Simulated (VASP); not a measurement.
# Fe (P6_3/mmc) in VASP: further runs, part 2 of 2

VASP 6.6.1.

### Step 3. Electric field gradients, PBE (zz strain of -2 %)

INCAR reads:

```
ALGO     = Normal         # electronic algorithm
EDIFF    = 1E-8           # SCF threshold, eV
ENCUT    = 520            # plane-wave cutoff, eV
GGA      = PE             # functional
GGA_COMPAT= F            
ISIF     = 2              # what is computed and relaxed
ISMEAR   = -1             # smearing method
LASPH    = T              # aspherical terms in the spheres
LCHARG   = F              # write CHGCAR
LEFG     = T            
LREAL    = F              # projectors in reciprocal space
LWAVE    = F              # write WAVECAR
NBANDS   = 15             # bands
NELM     = 120            # most SCF steps
PREC     = Accurate       # precision mode
SIGMA    = 0.08           # smearing width, eV
```

KPOINTS reads:

```
k-points
0
Gamma
  17 17 10
```

POSCAR reads:

```
Fe
1.0
    2.4341575853      0.0000000000      0.0000000000
   -1.2170787927      2.1080423057      0.0000000000
    0.0000000000      0.0000000000      3.7650957806
Fe
2
Direct
    0.3333333333      0.6666666667      0.2500000000
    0.6666666667      0.3333333333      0.7500000000
```

Potentials or basis: VASP PAW PBE potentials, release 64 (Fe).

On the command line:

```
$ cat potpaw_PBE.64/Fe/POTCAR > POTCAR
$ mpirun -np 1 vasp_std > vasp.out
```

OUTCAR:

```text
EDIFF = 1E-8
   ENCUT = 520
   GGA = PE
   ISIF = 2
   ISMEAR = -1
   LASPH = T
   LREAL = F
   NELM = 120
   PREC = Accurate

 ion  position               nearest neighbor table
   1  0.333  0.667  0.250-   2 2.35   2 2.35   2 2.35   2 2.35   2 2.35   2 2.35
   2  0.667  0.333  0.750-   1 2.35   1 2.35   1 2.35   1 2.35   1 2.35   1 2.35

  LATTYP: Found a hexagonal cell.
 ALAT       =     2.4341575853
 C/A-ratio  =     1.5467756908

  Lattice vectors:

 A1 = (   2.4341575853,   0.0000000000,   0.0000000000)
 A2 = (  -1.2170787927,   2.1080423057,   0.0000000000)
 A3 = (   0.0000000000,   0.0000000000,   3.7650957806)

Analysis of symmetry for initial positions (statically):
=====================================================================
 Subroutine PRICEL returns:
 Original cell was already a primitive cell.

 Routine SETGRP: Setting up the symmetry group for a
 hexagonal supercell.

 Subroutine GETGRP returns: Found 24 space group operations
 (whereof 12 operations were pure point group operations)
 out of a pool of 24 trial point group operations.

The static configuration has the point symmetry D_3d.
 The point group associated with its full space group is D_6h.

Analysis of symmetry for dynamics (positions and initial velocities):
=====================================================================
 Subroutine PRICEL returns:
 Original cell was already a primitive cell.

 Routine SETGRP: Setting up the symmetry group for a
 hexagonal supercell.

 Subroutine GETGRP returns: Found 24 space group operations
 (whereof 12 operations were pure point group operations)
 out of a pool of 24 trial point group operations.

The dynamic configuration has the point symmetry D_3d.
 The point group associated with its full space group is D_6h.

 Subroutine INISYM returns: Found 24 space group operations
 (whereof 12 operations are pure point group operations),
 and found     1 'primitive' translations

----------------------------------------------------------------------------------------

                                     Primitive cell

  volume of cell :      19.3199

  direct lattice vectors                    reciprocal lattice vectors
     2.434157585  0.000000000  0.000000000     0.410819746  0.237186891  0.000000000
    -1.217078793  2.108042306  0.000000000     0.000000000  0.474373781  0.000000000
     0.000000000  0.000000000  3.765095781     0.000000000  0.000000000  0.265597493

  length of vectors
     2.434157585  2.434157585  3.765095781     0.474373781  0.474373781  0.265597493

  position of ions in fractional coordinates (direct lattice)
     0.333333333  0.666666667  0.250000000
     0.666666667  0.333333333  0.750000000

  ion indices of the primitive-cell ions
   primitive index   ion index
                 1           1
                 2           2

----------------------------------------------------------------------------------------

 KPOINTS: k-points

Automatic generation of k-mesh.
 Grid dimensions read from file:
 generate k-points for:   17   17   10
[... 84 lines left out ...]
     AMIX_MAG =   1.60;   BMIX_MAG =  1.00
  volume/ion in A,a.u.               =       9.66        65.19
  Fermi-wavevector in a.u.,A,eV,Ry     =   1.537376  2.905220 32.157716  2.363525
  Thomas-Fermi vector in A             =   2.643894
   LORBIT       =      0    0 simple, 1 ext, 2 COOP (PROOUT), +10 PAW based schemes
   GGA     = PE    functional components
   LHFCALC =     F    Hartree Fock is set to
   AEXX    =    0.0000 exact exchange contribution
   IVDW    =     0    specifies the selected vdW correction
   LEPSILON=     F    determine dielectric tensor
   LRPA    =     F    only Hartree local field effects (RPA)
 non-spin polarized calculation
  energy-cutoff  :      520.00
  volume of cell :       19.32
 maximum number of plane-waves:       537
 NGX is ok and might be reduce to    18
   NGX =  9   NGY =  9   NGZ = 15

 number of electron      16.0000009 magnetization

 Free energy of the ion-electron system (eV)
  ---------------------------------------------------
  ext. energy  EPLUGINS =         0.00000000
  ---------------------------------------------------
  free energy    TOTEN  =       -16.26993253 eV

  energy without entropy =      -16.21846421  energy(sigma->0) =      -16.24419837

 E-fermi :   7.5395     XC(G=0): -14.1058

 val. band max:        7.5338455483   @ k =   0.4706   0.0588   0.5000
 cond. band min:       7.5395898229   @ k =   0.3529   0.2353   0.3000
 fundamental gap:      0.0057442746
 Fermi energy:         7.5395495608

 k-point     1 :       0.0000    0.0000    0.0000
  band No.  band energies     occupation
      1      -1.6928      2.00000
      2       2.2687      2.00000
      3       5.7281      2.00000
      4       5.7281      2.00000
      5       6.0387      2.00000
      6       6.2734      2.00000
      7       6.2734      2.00000
      8       6.5099      1.99999
      9       6.5099      1.99999
     10       8.3052      0.00014
     11       8.3052      0.00014
     12       8.4003      0.00004
     13      17.1921      0.00000
     14      29.5691      0.00000
[... 401 lines left out ...]
      2       3.5512      2.00000
      3       3.9842      2.00000
      4       4.1191      2.00000
      5       5.4477      2.00000
      6       5.9915      2.00000
      7       6.3225      2.00000
      8       7.1287      1.98830
      9       7.6048      0.61335
     10       8.1849      0.00063
     11       8.5873      0.00000
     12      15.4148      0.00000
     13      17.5158      0.00000
     14      21.2441      0.00000
     15      22.1213      0.00000

 [... further k-points ...]

------------------------ aborting loop because EDIFF is reached ----------------------------------------

  FORCE on cell =-STRESS in cart. coord.  units (eV):
  Direction    XX          YY          ZZ          XY          YZ          ZX
  --------------------------------------------------------------------------------------
  -------------------------------------------------------------------------------------
  Total        1.6402707      1.6402707      3.0593962     -0.0000000      0.0000000      0.0000000
  in kB      136.0260468    136.0260468    253.7127333     -0.0000000      0.0000000      0.0000000
  external PRESSURE =     175.2549423 kB  Pullay stress =       0.0000000 kB

 VOLUME and BASIS-vectors are now :
 -----------------------------------------------------------------------------
  energy-cutoff  :      520.00
  volume of cell :       19.32
      direct lattice vectors                 reciprocal lattice vectors
     2.434157585  0.000000000  0.000000000     0.410819746  0.237186891  0.000000000
    -1.217078793  2.108042306  0.000000000     0.000000000  0.474373781  0.000000000
     0.000000000  0.000000000  3.765095781     0.000000000  0.000000000  0.265597493

 POSITION                                       TOTAL-FORCE (eV/Angst)
 -----------------------------------------------------------------------------------
     -0.00000      1.40536      0.94127        -0.000000      0.000000      0.000000
      1.21708      0.70268      2.82382         0.000000     -0.000000      0.000000
 -----------------------------------------------------------------------------------
    total drift:                                0.000000     -0.000000     -0.000000

  FREE ENERGIE OF THE ION-ELECTRON SYSTEM (eV)
  ---------------------------------------------------
  free  energy   TOTEN  =       -16.2699325345 eV

  energy  without entropy=      -16.2184642149  energy(sigma->0) =      -16.24419837

 Electric field gradients (V/A^2)
---------------------------------------------------------------------
 ion       V_xx      V_yy      V_zz      V_xy      V_xz      V_yz
---------------------------------------------------------------------
   1       6.557     6.557   -13.114     0.000     0.000    -0.000
   2       6.557     6.557   -13.114     0.000    -0.000     0.000
---------------------------------------------------------------------

 Electric field gradients after diagonalization (V/A^2)
 (convention: |V_zz| > |V_xx| > |V_yy|)
----------------------------------------------------------------------
 ion       V_xx      V_yy      V_zz     asymmetry (V_yy - V_xx)/ V_zz
----------------------------------------------------------------------
   1       6.557     6.557   -13.114       0.000
   2       6.557     6.557   -13.114       0.000
----------------------------------------------------------------------

           NMR quadrupolar parameters

 Cq : quadrupolar parameter    Cq=e*Q*V_zz/h
 eta: asymmetry parameters     (V_yy - V_xx)/ V_zz
 Q  : nuclear electric quadrupole moment in mb (millibarn)
----------------------------------------------------------------------
 ion       Cq(MHz)       eta       Q (mb)
----------------------------------------------------------------------
   1      -0.032       0.000       1.000
   2      -0.032       0.000       1.000
----------------------------------------------------------------------
```

Wall time 30 s (1 thread of AMD EPYC 9R45 (Zen 5), shared host); peak memory 0.13 GiB.

What came out:

```yaml
Free_energy: -16.2699 eV
Pressure: 17.5 GPa
Band_gap_on_the_k_mesh: zero (bands 8 and 9 overlap by 1.92 eV)
Largest_electric_field_gradient_by_atom: Fe -13.1 V/Å²
```

Stress tensor (GPa, compression positive):
```
13.60  0.00  0.00
 0.00 13.60  0.00
 0.00  0.00 25.37
```

Electric field gradients, principal values (V/Å²):
```tsv
atom	least	middle	greatest (by size)
1 Fe	6.557	6.557	-13.114
2 Fe	6.557	6.557	-13.114
```

Caveat: the cell differs from its parent crystal (zz strain of -2 %); the cell stands under pressure; without QUAD_EFG the Cq values of the log hold for a quadrupole moment of 1 mb, not for the nuclei; the run has no spin polarisation, though such a crystal can be magnetic.
